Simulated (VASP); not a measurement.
# Zn (Fm-3m) in VASP: notebook

The runs below take Zn through single point, with PBE.

Everything below comes from runs of VASP 6.6.1. Logs are shortened: lines on timing, memory, paths and dates and some standing lists are left out, and cuts for length are marked.

## Step 1: The cell of the first run

The structure is cubic, space group Fm-3m (No. 225). The conventional cell has a = 3.701 Å, b = 3.701 Å, c = 3.701 Å, α = 90.00°, β = 90.00°, γ = 90.00°. Within 3.5 Å of Zn (site symmetry m-3m) lie 12 Zn at 2.62 Å.

This isn't the form of Zn at room conditions, which is hcp.

## Step 2: Single point, PBE

Input file INCAR:

```
SYSTEM = Zn
ALGO = Normal
EDIFF = 1E-6
ENCUT = 500
GGA = PE
GGA_COMPAT = .FALSE.
ISIF = 2
ISMEAR = -1
LASPH = .TRUE.
LCHARG = .FALSE.
LREAL = .FALSE.
LWAVE = .FALSE.
NBANDS = 12
NELM = 120
PREC = Accurate
SIGMA = 0.1
```

Input file KPOINTS:

```
k-points
0
G
  9 9 9
  0 0 0
```

Input file POSCAR:

```
Zn
1.0
    0.0000000000      1.8506894345      1.8506894345
    1.8506894345      0.0000000000      1.8506894345
    1.8506894345      1.8506894345      0.0000000000
Zn
1
Direct
    0.0000000000      0.0000000000      0.0000000000
```

Potentials or basis: VASP PAW PBE potentials, release 64 (Zn).

On the command line:

```console
cat potpaw_PBE.64/Zn/POTCAR > POTCAR
mpirun -np 1 vasp_std > vasp.out
```

OUTCAR:

```text
SYSTEM = Zn
   EDIFF = 1E-6
   ENCUT = 500
   GGA = PE
   ISIF = 2
   ISMEAR = -1
   LASPH = .TRUE.
   LREAL = .FALSE.
   NELM = 120
   PREC = Accurate

 ion  position               nearest neighbor table
   1  0.000  0.000  0.000-

  LATTYP: Found a face centered cubic cell.
 ALAT       =     3.7013788690

  Lattice vectors:

 A1 = (   0.0000000000,   1.8506894345,   1.8506894345)
 A2 = (   1.8506894345,   0.0000000000,   1.8506894345)
 A3 = (   1.8506894345,   1.8506894345,   0.0000000000)

Analysis of symmetry for initial positions (statically):
=====================================================================
 Subroutine PRICEL returns:
 Original cell was already a primitive cell.

 Routine SETGRP: Setting up the symmetry group for a
 face centered cubic supercell.

 Subroutine GETGRP returns: Found 48 space group operations
 (whereof 48 operations were pure point group operations)
 out of a pool of 48 trial point group operations.

The static configuration has the point symmetry O_h .

Analysis of symmetry for dynamics (positions and initial velocities):
=====================================================================
 Subroutine PRICEL returns:
 Original cell was already a primitive cell.

 Routine SETGRP: Setting up the symmetry group for a
 face centered cubic supercell.

 Subroutine GETGRP returns: Found 48 space group operations
 (whereof 48 operations were pure point group operations)
 out of a pool of 48 trial point group operations.

The dynamic configuration has the point symmetry O_h .

 Subroutine INISYM returns: Found 48 space group operations
 (whereof 48 operations are pure point group operations),
 and found     1 'primitive' translations

----------------------------------------------------------------------------------------

                                     Primitive cell

  volume of cell :      12.6774

  direct lattice vectors                    reciprocal lattice vectors
     0.000000000  1.850689435  1.850689435    -0.270169587  0.270169587  0.270169587
     1.850689435  0.000000000  1.850689435     0.270169587 -0.270169587  0.270169587
     1.850689435  1.850689435  0.000000000     0.270169587  0.270169587 -0.270169587

  length of vectors
     2.617270098  2.617270098  2.617270098     0.467947451  0.467947451  0.467947451

  position of ions in fractional coordinates (direct lattice)
     0.000000000  0.000000000  0.000000000

  ion indices of the primitive-cell ions
   primitive index   ion index
                 1           1

----------------------------------------------------------------------------------------

 KPOINTS: k-points

Automatic generation of k-mesh.
 Grid dimensions read from file:
 generate k-points for:    9    9    9

 Generating k-lattice:

  Cartesian coordinates                     Fractional coordinates (reciprocal lattice)
    -0.030018843  0.030018843  0.030018843     0.111111111  0.000000000  0.000000000
     0.030018843 -0.030018843  0.030018843     0.000000000  0.111111111  0.000000000
     0.030018843  0.030018843 -0.030018843     0.000000000  0.000000000  0.111111111

  Length of vectors
     0.051994161  0.051994161  0.051994161

  Shift w.r.t. Gamma in fractional coordinates (k-lattice)
     0.000000000  0.000000000  0.000000000

 Subroutine IBZKPT returns following result:
 ===========================================

 Found     35 irreducible k-points:

 Following reciprocal coordinates:
            Coordinates               Weight
  0.000000  0.000000  0.000000      1.000000
  0.111111  0.000000  0.000000      8.000000
  0.222222  0.000000  0.000000      8.000000
  0.333333  0.000000  0.000000      8.000000
  0.444444  0.000000  0.000000      8.000000
  0.111111  0.111111  0.000000      6.000000
[... 16 lines left out ...]
 -0.333333  0.333333  0.000000     12.000000
  0.444444  0.444444  0.000000      6.000000
 [... further k-points ...]
   k-points           NKPTS =     35   k-points in BZ     NKDIM =     35   number of bands    NBANDS=     12
   number of dos      NEDOS =    301   number of ions     NIONS =      1
   total plane-waves  NPLWV =   8000
   dimension x,y,z NGX =    20 NGY =   20 NGZ =   20
   dimension x,y,z NGXF=    40 NGYF=   40 NGZF=   40
   ions per type =               1
   NGX,Y,Z   is equivalent  to a cutoff of  12.70, 12.70, 12.70 a.u.
   NGXF,Y,Z  is equivalent  to a cutoff of  25.41, 25.41, 25.41 a.u.
 SYSTEM =  Zn
   PREC   = accura    normal or accurate (medium, high low for compatibility)
   ISTART =      0    job   : 0-new  1-cont  2-samecut
   ICHARG =      2    charge: 1-file 2-atom 10-const
   ISPIN  =      1    spin polarized calculation?
   LNONCOLLINEAR =      F non collinear calculations
   LSORBIT =      F    spin-orbit coupling
   LASPH  =      T    aspherical Exc in radial PAW
   ENCUT  =  500.0 eV  36.75 Ry    6.06 a.u.   4.77  4.77  4.77*2*pi/ulx,y,z
   NELM   =    120;   NELMIN=  2; NELMDL= -5     # of ELM steps
   EDIFF  = 0.1E-05   stopping-criterion for ELM
   LREAL  =      F    real-space projection
   EDIFFG = 0.1E-04   stopping-criterion for IOM
   NSW    =      0    number of steps for IOM
   IBRION =     -1    ionic relax: 0-MD 1-quasi-New 2-CG
   NFREE  =      0    steps in history (QN), initial steepest desc. (CG)
   ISIF   =      2    stress and relaxation
   ISYM   =      2    0-nonsym 1-usesym 2-fastsym
   POTIM  = 0.5000    time-step for ionic-motion
   TEBEG  =    0.0;   TEEND  =   0.0 temperature during run
   PSTRESS=    0.0 pullay stress
   NELECT =      12.0000    total number of electrons
   NUPDOWN=      -1.0000    fix difference up-down
   EMIN   =  10.00;   EMAX   =-10.00  energy-range for DOS
   EFERMI =   0.00;   METHOD = LEGACY
   ISMEAR =    -1;   SIGMA  =   0.10  broadening in eV -4-tet -1-fermi 0-gaus
   EFERMI_NEDOS =   21; number of points for ismear=-14 and -15
   IALGO  =     38    algorithm
   IMIX   =      4    mixing-type and parameters
     AMIX     =   0.40;   BMIX     =  1.00
     AMIX_MAG =   1.60;   BMIX_MAG =  1.00
  volume/ion in A,a.u.               =      12.68        85.55
  Fermi-wavevector in a.u.,A,eV,Ry     =   1.607404  3.037553 35.154019  2.583748
  Thomas-Fermi vector in A             =   2.703438
   LORBIT       =      0    0 simple, 1 ext, 2 COOP (PROOUT), +10 PAW based schemes
   GGA     = PE    functional components
   LHFCALC =     F    Hartree Fock is set to
   AEXX    =    0.0000 exact exchange contribution
   IVDW    =     0    specifies the selected vdW correction
   LEPSILON=     F    determine dielectric tensor
   LRPA    =     F    only Hartree local field effects (RPA)
 non-spin polarized calculation
  energy-cutoff  :      500.00
  volume of cell :       12.68
 maximum number of plane-waves:       331
   NGX =  9   NGY =  9   NGZ =  9

 number of electron      11.9999987 magnetization

 Free energy of the ion-electron system (eV)
  ---------------------------------------------------
  ext. energy  EPLUGINS =         0.00000000
  ---------------------------------------------------
  free energy    TOTEN  =        -0.94114694 eV

  energy without entropy =       -0.93048938  energy(sigma->0) =       -0.93581816

 E-fermi :   4.5822     XC(G=0): -12.5511

 val. band max:        4.5680042269   @ k =  -0.4444   0.2222   0.0000
 cond. band min:       4.6793288299   @ k =  -0.3333   0.4444   0.2222
 fundamental gap:      0.1113246029
 Fermi energy:         4.5822391862

 k-point     1 :       0.0000    0.0000    0.0000
  band No.  band energies     occupation
      1      -7.4118      2.00000
      2      -3.6866      2.00000
      3      -3.6866      2.00000
      4      -3.6866      2.00000
      5      -3.1552      2.00000
      6      -3.1552      2.00000
      7      24.7557      0.00000
      8      25.3776      0.00000
      9      25.3776      0.00000
     10      25.3776      0.00000
     11      27.9415      0.00000
     12      27.9415      0.00000

 k-point     2 :       0.1111    0.0000    0.0000
  band No.  band energies     occupation
      1      -6.9929      2.00000
      2      -3.7285      2.00000
      3      -3.6338      2.00000
      4      -3.6338      2.00000
      5      -3.1687      2.00000
      6      -3.1687      2.00000
      7      20.0280      0.00000
      8      24.2373      0.00000
      9      24.2373      0.00000
     10      24.8068      0.00000
     11      29.8096      0.00000
     12      29.8096      0.00000

 k-point     3 :       0.2222    0.0000    0.0000
  band No.  band energies     occupation
      1      -5.8519      2.00000
      2      -3.7115      2.00000
      3      -3.5736      2.00000
      4      -3.5736      2.00000
      5      -3.1238      2.00000
      6      -3.1238      2.00000
      7      14.1566      0.00000
      8      22.9753      0.00000
      9      22.9753      0.00000
     10      24.3605      0.00000
     11      29.6469      0.00000
     12      29.6469      0.00000

 k-point     4 :       0.3333    0.0000    0.0000
  band No.  band energies     occupation
      1      -4.8873      2.00000
      2      -3.6250      2.00000
      3      -3.6250      2.00000
      4      -2.9429      2.00000
      5      -2.9429      2.00000
      6      -2.6928      2.00000
      7       8.9022      0.00000
      8      22.2546      0.00000
      9      22.2546      0.00000
     10      23.7011      0.00000
     11      27.0948      0.00000
     12      27.0948      0.00000

 k-point     5 :       0.4444    0.0000    0.0000
  band No.  band energies     occupation
      1      -4.7652      2.00000
      2      -3.6875      2.00000
      3      -3.6875      2.00000
      4      -2.7898      2.00000
      5      -2.7898      2.00000
      6      -0.1313      2.00000
      7       4.5493      1.16303
      8      22.0060      0.00000
      9      22.0060      0.00000
     10      23.2243      0.00000
     11      25.6670      0.00000
     12      25.6670      0.00000
[... 228 lines left out ...]
      1      -4.5301      2.00000
      2      -4.3851      2.00000
      3      -3.0124      2.00000
      4      -2.9698      2.00000
      5      -2.7426      2.00000
      6       0.4769      2.00000
      7      11.1511      0.00000
      8      11.7369      0.00000
      9      14.9641      0.00000
     10      19.1198      0.00000
     11      22.7051      0.00000
     12      39.2084      0.00000

 k-point    22 :      -0.4444    0.3333    0.0000
  band No.  band energies     occupation
      1      -4.4258      2.00000
      2      -4.2241      2.00000
      3      -3.2615      2.00000
      4      -3.0486      2.00000
      5      -2.7529      2.00000
      6       3.4083      1.99998
      7       7.4058      0.00000
      8       9.1883      0.00000
      9      15.4764      0.00000
     10      19.4835      0.00000
     11      27.5722      0.00000
     12      37.2411      0.00000

 k-point    23 :      -0.3333    0.3333    0.0000
  band No.  band energies     occupation
      1      -4.2453      2.00000
      2      -3.9569      2.00000
      3      -3.5884      2.00000
      4      -3.1677      2.00000
      5      -2.8950      2.00000
      6       3.7225      1.99963
      7       6.5522      0.00000
      8       8.6188      0.00000
      9      16.9959      0.00000
     10      20.3021      0.00000
     11      33.3369      0.00000
     12      35.5259      0.00000

 k-point    24 :       0.4444    0.4444    0.0000
  band No.  band energies     occupation
      1      -4.6769      2.00000
      2      -4.5278      2.00000
      3      -2.7961      2.00000
      4      -2.7076      2.00000
      5      -2.7076      2.00000
      6       1.8849      2.00000
      7       8.3047      0.00000
      8      14.0593      0.00000
      9      14.0593      0.00000
     10      17.9036      0.00000
     11      19.9223      0.00000
     12      43.9648      0.00000

 [... further k-points ...]

------------------------ aborting loop because EDIFF is reached ----------------------------------------

  FORCE on cell =-STRESS in cart. coord.  units (eV):
  Direction    XX          YY          ZZ          XY          YZ          ZX
  --------------------------------------------------------------------------------------
  -------------------------------------------------------------------------------------
  Total        1.6291321      1.6291321      1.6291321     -0.0000000      0.0000000     -0.0000000
  in kB      205.8904709    205.8904709    205.8904709     -0.0000000      0.0000000     -0.0000000
  external PRESSURE =     205.8904709 kB  Pullay stress =       0.0000000 kB

 VOLUME and BASIS-vectors are now :
 -----------------------------------------------------------------------------
  energy-cutoff  :      500.00
  volume of cell :       12.68
      direct lattice vectors                 reciprocal lattice vectors
     0.000000000  1.850689435  1.850689435    -0.270169587  0.270169587  0.270169587
     1.850689435  0.000000000  1.850689435     0.270169587 -0.270169587  0.270169587
     1.850689435  1.850689435  0.000000000     0.270169587  0.270169587 -0.270169587

 POSITION                                       TOTAL-FORCE (eV/Angst)
 -----------------------------------------------------------------------------------
      0.00000      0.00000      0.00000        -0.000000      0.000000      0.000000
 -----------------------------------------------------------------------------------
    total drift:                                0.000000      0.000000      0.000000

  FREE ENERGIE OF THE ION-ELECTRON SYSTEM (eV)
  ---------------------------------------------------
  free  energy   TOTEN  =        -0.9411469446 eV

  energy  without entropy=       -0.9304893824  energy(sigma->0) =       -0.93581816
```

Wall time 5.3 s (1 thread of Intel Xeon Platinum 8488C (Sapphire Rapids), shared host); peak memory 0.12 GiB.

What came out:

| Property | Result |
| --- | --- |
| Free energy | -0.9411 eV |
| Pressure | 20.6 GPa |
| Band gap on the k mesh | zero (bands 6 and 7 overlap by 1.28 eV) |

Caveat: the cell stands under pressure.

## Step 3: Single point, PBE

This run uses another cell than the first one, of 12.00 Å³/atom.

Input file INCAR:

```
SYSTEM = Zn
PREC = Accurate ; ENCUT = 500
EDIFF = 1E-6 ; ISMEAR = -1
SIGMA = 0.1 ; LREAL = .False.
LASPH = .True. ; NELM = 120
ALGO = Normal ; ISIF = 2
LWAVE = .False. ; LCHARG = .False.
GGA = PE ; NBANDS = 12
GGA_COMPAT = .False.
```

Input file KPOINTS:

```
Automatic mesh
0
Gamma
  9 9 9
  0 0 0
```

Input file POSCAR:

```
Zn
1.0
    0.0000000000      1.8170940539      1.8170940539
    1.8170940539      0.0000000000      1.8170940539
    1.8170940539      1.8170940539      0.0000000000
Zn
1
Direct
    0.0000000000      0.0000000000      0.0000000000
```

Potentials or basis: VASP PAW PBE potentials, release 64 (Zn).

On the command line:

```console
cat potpaw_PBE.64/Zn/POTCAR > POTCAR
mpirun -np 1 vasp_std > vasp.out
```

OUTCAR:

```text
SYSTEM = Zn
   PREC = Accurate
   ENCUT = 500
   EDIFF = 1E-6
   ISMEAR = -1
   LREAL = .False.
   LASPH = .True.
   NELM = 120
   ISIF = 2
   GGA = PE

 ion  position               nearest neighbor table
   1  0.000  0.000  0.000-

  LATTYP: Found a face centered cubic cell.
 ALAT       =     3.6341881078

  Lattice vectors:

 A1 = (   0.0000000000,   1.8170940539,   1.8170940539)
 A2 = (   1.8170940539,   0.0000000000,   1.8170940539)
[... 538 lines left out ...]
     12      45.6792      0.00000

 [... further k-points ...]

------------------------ aborting loop because EDIFF is reached ----------------------------------------

  FORCE on cell =-STRESS in cart. coord.  units (eV):
  Direction    XX          YY          ZZ          XY          YZ          ZX
  --------------------------------------------------------------------------------------
  -------------------------------------------------------------------------------------
  Total        2.3020984      2.3020984      2.3020984     -0.0000000     -0.0000000      0.0000000
  in kB      307.3776257    307.3776257    307.3776257     -0.0000000     -0.0000000      0.0000000
  external PRESSURE =     307.3776257 kB  Pullay stress =       0.0000000 kB

 VOLUME and BASIS-vectors are now :
 -----------------------------------------------------------------------------
  energy-cutoff  :      500.00
  volume of cell :       12.00
      direct lattice vectors                 reciprocal lattice vectors
     0.000000000  1.817094054  1.817094054    -0.275164623  0.275164623  0.275164623
     1.817094054  0.000000000  1.817094054     0.275164623 -0.275164623  0.275164623
     1.817094054  1.817094054  0.000000000     0.275164623  0.275164623 -0.275164623

 POSITION                                       TOTAL-FORCE (eV/Angst)
 -----------------------------------------------------------------------------------
      0.00000      0.00000      0.00000         0.000000      0.000000      0.000000
 -----------------------------------------------------------------------------------
    total drift:                                0.000000      0.000000      0.000000

  FREE ENERGIE OF THE ION-ELECTRON SYSTEM (eV)
  ---------------------------------------------------
  free  energy   TOTEN  =        -0.8334090404 eV

  energy  without entropy=       -0.8221899491  energy(sigma->0) =       -0.82779949
```

It took 4.5 s on 1 thread of Intel Xeon Platinum 8488C (Sapphire Rapids), shared host; peak memory 0.12 GiB.

Results:

| Quantity | Value |
| --- | --- |
| Free energy | -0.8334 eV |
| Pressure | 30.7 GPa |
| Band gap on the k mesh | zero (bands 6 and 7 overlap by 1.14 eV) |

Levels at points of the mesh, in eV from the Fermi level:
| k point | band 4 | band 5 | band 6 | band 7 | band 8 | band 9 |
| --- | --- | --- | --- | --- | --- | --- |
| (0.00, 0.00, 0.00) | -8.53 | -7.95 | -7.95 | 20.54 | 21.58 | 21.58 |

Caveat: the cell stands under pressure.
